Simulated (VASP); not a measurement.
WS2: single point with PBEsol

The system is WS2, a slab with vacuum.

```
W S
1.0
     3.31104    0.00000    0.00000
    -1.65552    2.72441    0.00000
     0.00000    0.00000   23.56746
W S
2 4
Direct
  0.33333 0.66667 0.63458
  0.66667 0.33333 0.36542
  0.33333 0.66667 0.29895
  0.66667 0.33333 0.56805
  0.33333 0.66667 0.43195
  0.66667 0.33333 0.70105
```

This cell differs from its parent crystal: strain +0.0525 x Voigt [1, 0, 0, 0, 0, 0].

```json
{
  "Program": "VASP 6.6.1",
  "Task": "single point",
  "Functional": "PBEsol",
  "Potentials or basis": "VASP PAW PBE potentials, release 64 (W_sv, S)",
  "Cutoff": "520 eV",
  "k mesh": "12 × 12 × 2",
  "Occupations": "gaussian, width 0.05 eV",
  "Spin": "no spin polarisation",
  "Dipole correction": "no",
  "Further INCAR settings": "ALGO = Normal; EDIFF = 1e-07; NBANDS = 35"
}
```

| Quantity | Value |
| --- | --- |
| Largest force | 0.560 eV/Å |
| Band gap on the k mesh | 1.25 eV (least direct gap 1.63 eV) |

Forces in eV/Å, atoms in the order of the input:
```
W    0.000 -0.313  0.001
W    0.000  0.313 -0.001
S    0.000 -0.158  0.537
S    0.000  0.157  0.533
S    0.000 -0.157 -0.533
S    0.000  0.158 -0.537
```

Levels at points of the mesh, in eV from the valence-band top:
```csv
k point,band 22,band 23,band 24,band 25,band 26,band 27,band 28,band 29,band 30,band 31
"(0.00, 0.00, 0.00)",-2.08,-1.97,-1.82,-0.52,0.00,2.15,2.15,2.32,2.38,2.58
"(0.50, 0.00, 0.00)",-2.44,-1.62,-1.56,-1.39,-1.32,2.11,2.12,2.76,2.83,3.38
"(0.00, 0.50, 0.00)",-2.31,-2.09,-2.01,-1.22,-1.15,2.32,2.34,2.71,2.83,3.29
"(0.00, 0.00, 0.50)",-2.08,-1.97,-1.82,-0.52,0.00,2.15,2.15,2.32,2.38,2.58
"(0.50, 0.00, 0.50)",-2.44,-1.62,-1.56,-1.39,-1.32,2.11,2.12,2.76,2.83,3.38
"(0.00, 0.50, 0.50)",-2.31,-2.09,-2.01,-1.22,-1.15,2.32,2.34,2.71,2.83,3.29
```

It took 25 min on 1 thread of Intel Xeon 8259CL (shared host), peak memory 0.67 GiB.

Caveat: the cell differs from its parent crystal (strain +0.0525 x Voigt [1, 0, 0, 0, 0, 0]); there is no dipole correction, which matters where the two faces differ; the PAW data sets were made with another functional, which shifts forces and pressure a little; spin-orbit coupling is left out, which moves the levels of the heavy elements.
